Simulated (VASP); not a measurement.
Crystal: WBr2F2.

```
W Br F
1.0
     3.59348    0.00000    0.00000
    -1.79674    3.11205    0.00000
     0.00000    0.00000    9.03246
W Br F
1 2 2
Direct
  0.00000 0.00000 0.50000
  0.33333 0.66667 0.83430
  0.66667 0.33333 0.16570
  0.33333 0.66667 0.35475
  0.66667 0.33333 0.64525
```

The cell was generated, and may not be a known phase.

```yaml
Program: VASP 6.6.1
Task: relaxation of cell and atoms
Functional: PBE
Potentials_or_basis: VASP PAW PBE potentials, release 64 (W_sv, Br, F)
Cutoff: 600 eV
k_mesh: 6 × 6 × 2
Occupations: gaussian, width 0.1 eV
Spin: collinear spin
Starting_moments: "[1.2, 0.09, 0.09, 0.01, 0.01] μB"
```

At the start: pressure -8.8 GPa; volume 20.20 Å³/atom.

Q: How do energy, volume and symmetry change on relaxing?

A: Over 34 steps the energy falls by 731.9 meV/atom and the volume is 19.34 Å³/atom (-4.2 %); space group P-3m1 (No. 164, to 0.1 Å) before and after; moment 0.00 μB per cell.

The path:
```tsv
step	energy change (eV)	largest force (eV/Å)	pressure (GPa)	volume (Å³)
1	0.0000	3.1018	-8.85	101.01
2	-1.3463	2.2534	1.19	85.55
3	-1.4398	1.7693	8.11	80.61
4	-1.9381	0.3179	7.23	84.15
5	-1.9605	0.5009	7.46	85.15
6	-2.1113	0.8458	-4.15	97.52
7	-2.1548	0.5470	-1.08	93.17
8	-2.2692	0.6634	-1.54	93.76
9	-2.8220	1.1709	-3.54	95.30
10	-3.4563	0.1686	-5.73	97.15
11	-3.4573	0.5869	-5.86	96.80
12	-3.4818	0.4692	-5.89	96.94
13	-3.5383	0.2598	-4.77	95.59
14	-3.5546	0.0692	-3.62	94.43
15	-3.5919	0.0495	-2.74	93.41
16	-3.6368	0.0680	-0.59	91.20
17	-3.6396	0.0729	0.24	90.46
18	-3.6396	0.0725	0.15	90.54
19	-3.6400	0.0759	0.12	90.61
20	-3.6410	0.0864	0.03	90.82
21	-3.6425	0.1070	-0.14	91.23
22	-3.6435	0.1479	-0.47	92.07
23	-3.6438	0.1456	-0.45	92.09
24	-3.6447	0.1388	-0.37	92.15
25	-3.6463	0.1254	-0.20	92.28
26	-3.6485	0.1152	0.14	92.53
27	-3.6488	0.1200	0.86	93.01
28	-3.6494	0.1181	0.52	92.78
29	-3.6515	0.1111	0.44	93.15
30	-3.6558	0.0883	0.23	94.26
31	-3.6556	0.1017	-0.11	96.48
32	-3.6571	0.0606	0.05	95.35
33	-3.6581	0.0456	0.02	95.70
34	-3.6596	0.0055	-0.06	96.72
```

Final structure:
```xyz
5
Lattice="3.6958 0.0000 0.0000 -1.8479 3.2007 0.0000 0.0000 0.0000 8.1769" Properties=species:S:1:pos:R:3 pbc="T T T"
W     0.0000    0.0000    4.0884
Br    0.0000    2.1338    6.4526
Br    1.8479    1.0669    1.7242
F     0.0000    2.1338    3.6335
F     1.8479    1.0669    4.5434
```

Caveat: this functional lacks dispersion, which binds layers or chains, so the pressure and a relaxed spacing across them are unreliable.
